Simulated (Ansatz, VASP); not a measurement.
**C: VASP beside Ansatz**

Contents of INCAR:

```
  PREC = Accurate
  ENCUT = 600
  EDIFF = 1E-6
  ISMEAR = 0
  SIGMA = 0.02
  LREAL = F
  LASPH = T
  NELM = 100
  ALGO = Normal
  ISIF = 3
  LWAVE = F
  LCHARG = F
  GGA = PE
  IBRION = 2
  NSW = 100
  EDIFFG = -0.005
```

KPOINTS

```
Automatic mesh
0
Gamma
  14 14 14
```

Contents of POSCAR:

```
C
1.0
    0.0000000000      2.1360192257      4.2938514682
    1.2332305928      0.0000000000      4.2938514682
    1.2332305928      2.1360192257      0.0000000000
C
2
Direct
    0.1666721641      0.8333278359      0.1666721641
    0.8333278359      0.1666721641      0.8333278359
```

Input for Ansatz:

```yaml
crystal:
  lattice:
    - [0.0, 2.1360192278, 4.293851537]
    - [1.233230594, 0.0, 4.293851537]
    - [1.233230594, 2.1360192278, 0.0]
  atoms:
    - { symbol: C, position: [0.1666721639, 0.8333278361, 0.1666721639] }
    - { symbol: C, position: [0.8333278361, 0.1666721639, 0.8333278361] }
basis:
  ecutwfc: 420
kpoints:
  mp_grid: { grid: [14, 14, 14] }
hamiltonian:
  xc: pbe
  pseudopotentials: { kind: paw, azcp: { folder: soft_1 } }
scf:
  occupations: { method: gaussian, width: 0.02 }
output:
  forces: true
  stress: true
  eigenvalues: true
  write_density: true
  write_potential: true
  elf: true
  volumetric_format: npy
relax:
  adjacent_minimum: "off"
  f_tol: 0.005
  max_steps: 80
  cell: { stress_tol: 0.05 }
```

Alike in both runs: task relaxation of cell and atoms; functional PBE; k mesh 14 × 14 × 14; occupations gaussian, width 0.02 eV; no spin polarisation.

```csv
,VASP,Ansatz
version,VASP 6.6.1,Ansatz 0.2.0
potentials or method,"VASP PAW PBE potentials, release 64 (C), cutoff 600 eV","scalar-relativistic, plane waves, PAW"
valence electrons in the cell,8,8
```

|  | VASP | Ansatz | Ansatz less VASP |
| --- | --- | --- | --- |
| gap on the k mesh at the Fermi level, each at its own relaxed structure (eV) | 0.93 | 1.03 | +0.109 |
| relaxed volume (Å³/atom) | 10.61 | 11.31 | +0.698 |
| relaxed cell length with the largest relative difference (Å) | 4.213 | 4.467 | +0.2549 |

One of these differences is far larger than is usual between the two programs; its cause wasn't traced.
